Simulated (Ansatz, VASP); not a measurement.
## Au in VASP and in Ansatz

```xyz
4
Lattice="4.6219 0.0000 0.0000 -2.3110 4.0027 0.0000 0.0000 0.0000 5.2817" Properties=species:S:1:pos:R:3 pbc="T T T"
Au    0.0000    0.0000    1.3204
Au    0.0000    0.0000    3.9613
Au    0.0000    2.6685    3.9613
Au    2.3110    1.3342    1.3204
```

Alike in both runs: task relaxation of cell and atoms; functional PBE; k mesh 12 × 12 × 8; occupations gaussian, width 0.1 eV; no spin polarisation.

|  | VASP | Ansatz |
| --- | --- | --- |
| version | VASP 6.6.1 | Ansatz 0.2.0 |
| potentials or method | VASP PAW PBE potentials, release 64 (Au), cutoff 600 eV | scalar-relativistic, plane waves, PAW |
| valence electrons in the cell | 44 | 76 |

```tsv
	VASP	Ansatz	Ansatz less VASP
gap on the k mesh at the Fermi level, each at its own relaxed structure (eV)	none	none	-
relaxed volume (Å³/atom)	24.31	24.34	+0.035
relaxed length of the cell vector where the two differ most in proportion (Å)	4.621	4.624	+0.0024
```

A gap of «none» marks a metal or a gap that the smearing closes. VASP's potentials hold 44 valence electrons a cell and Ansatz's 76, so a difference there can come from the potentials and not from the codes.

Spin-orbit coupling is off throughout.
